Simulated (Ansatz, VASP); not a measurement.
**Two plane-wave programs on SnO**

```
Sn O
1.0
     2.50000   -2.86000    0.00000
     2.50000    2.86000    0.00000
     0.00000    0.00000   11.12000
Sn O
4 4
Direct
  0.55900 0.44100 0.24600
  0.44100 0.55900 0.74600
  0.00000 0.00000 0.50090
  0.00000 0.00000 0.00000
  0.93000 0.43000 0.12000
  0.07000 0.57000 0.62000
  0.57000 0.07000 0.12000
  0.43000 0.93000 0.62000
```

Alike in both runs: task single point; functional PBEsol; k mesh 7 × 7 × 3; occupations fermi-dirac, width 0.05 eV; no spin polarisation.

```csv
,VASP,Ansatz
version,VASP 6.6.1,Ansatz 0.2.0
potentials or method,"VASP PAW PBE potentials, release 64 (Sn_d, O), cutoff 520 eV","scalar-relativistic, plane waves, PAW"
valence electrons in the cell,80,80
```

Ansatz gave:

- rms of the force components (eV/Å): 3.549

Task: Estimate VASP's values.

Result: rms of the force components (eV/Å): 3.571.

VASP's potentials were made for PBE, not for PBEsol. Atom by atom the forces differ by 0.043 eV/Å (rms over components). The functional is the same, so the differences come from potentials, cutoffs and numerics.
